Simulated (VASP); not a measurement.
# ZrTl2: relaxation of cell and atoms with PBEsol

Crystal: ZrTl2.

```
Zr Tl
1.0
     4.27011    0.00000    0.00000
    -2.13506    3.69803    0.00000
     0.00000    0.00000    4.62352
Zr Tl
1 2
Direct
  0.00000 0.00000 0.00000
  0.33333 0.66667 0.50000
  0.66667 0.33333 0.50000
```

- Program: VASP 6.6.1
- Task: relaxation of cell and atoms
- Functional: PBEsol
- Potentials or basis: VASP PAW PBE potentials, release 64 (Zr_sv, Tl_d)
- Cutoff: 600 eV
- k mesh: 8 × 8 × 8
- Occupations: gaussian, width 0.05 eV
- Spin: no spin polarisation
- Dipole correction: no
- Further INCAR settings: ALGO = Fast; EDIFF = 1e-07; IBRION = 2; EDIFFG = -0.01; NSW = 80; ISIF = 3

```yaml
Relaxed_volume: 23.48 Å³/atom
Relaxed_cell: a = 5.129 Å, b = 5.129 Å, c = 3.092 Å, α = 90.00°, β = 90.00°, γ = 120.00°
Space_group_after_relaxing_to_0.1_Å: P6/mmm (No. 191)
Energy_gained_by_relaxing: 848.4 meV/atom
Ionic_steps: 19
Pressure_after_relaxing: 0.0 GPa
Band_gap_on_the_k_mesh: zero (bands 19 and 20 overlap by 0.89 eV)
```

The path:
| step | energy change (eV) | largest force (eV/Å) | pressure (GPa) | volume (Å³) |
| --- | --- | --- | --- | --- |
| 1 | 0.0000 | 0.0000 | 12.55 | 73.01 |
| 2 | -1.0459 | 0.0000 | -9.18 | 92.70 |
| 3 | -1.2505 | 0.0000 | -6.19 | 84.98 |
| 4 | -1.8352 | 0.0000 | -2.53 | 75.78 |
| 5 | -2.1439 | 0.0000 | 3.77 | 68.38 |
| 6 | -0.8584 | 0.0000 | 40.84 | 53.55 |
| 7 | -2.1758 | 0.0000 | 5.62 | 66.87 |
| 8 | -2.2029 | 0.0000 | 8.51 | 64.68 |
| 9 | -2.3892 | 0.0000 | 8.35 | 64.30 |
| 10 | -2.3877 | 0.0000 | 8.82 | 64.12 |
| 11 | -2.5297 | 0.0000 | 2.27 | 68.41 |
| 12 | -2.5427 | 0.0000 | -0.39 | 70.72 |
| 13 | -2.5431 | 0.0000 | -0.04 | 70.38 |
| 14 | -2.5431 | 0.0000 | 0.09 | 70.25 |
| 15 | -2.5438 | 0.0000 | 0.10 | 70.27 |
| 16 | -2.5451 | 0.0000 | 0.10 | 70.33 |
| 17 | -2.5452 | 0.0000 | 0.10 | 70.35 |
| 18 | -2.5452 | 0.0000 | 0.10 | 70.34 |
| 19 | -2.5452 | 0.0000 | 0.01 | 70.45 |

Final structure:
```
CELL_PARAMETERS angstrom
5.12881 0.00000 0.00000
-2.56441 4.44168 0.00000
0.00000 0.00000 3.09243
ATOMIC_POSITIONS crystal
Zr 0.00000 0.00000 0.00000
Tl 0.33333 0.66667 0.50000
Tl 0.66667 0.33333 0.50000
```

Levels at points of the mesh, in eV from the Fermi level:
```tsv
k point	band 17	band 18	band 19	band 20	band 21	band 22
(0.00, 0.00, 0.00)	-2.79	-2.79	-1.44	1.58	2.79	2.79
(0.50, 0.00, 0.00)	-2.62	-2.46	-0.51	0.03	2.42	2.46
(0.00, 0.00, 0.50)	-0.96	-0.96	-0.36	0.90	0.90	1.55
(0.50, 0.00, 0.50)	-2.41	-2.40	-2.12	1.21	1.24	1.46
```

Run time: 24 min on 1 thread of Intel(R) Xeon(R) 6975P-C (Granite Rapids), with other jobs on the host, peak memory 0.34 GiB.

Caveat: a cell axis changed by over 15 % at a fixed basis, so the end point is rough; the PAW data sets were made with another functional, which shifts forces and pressure a little; spin-orbit coupling is left out, which moves the levels of the heavy elements.
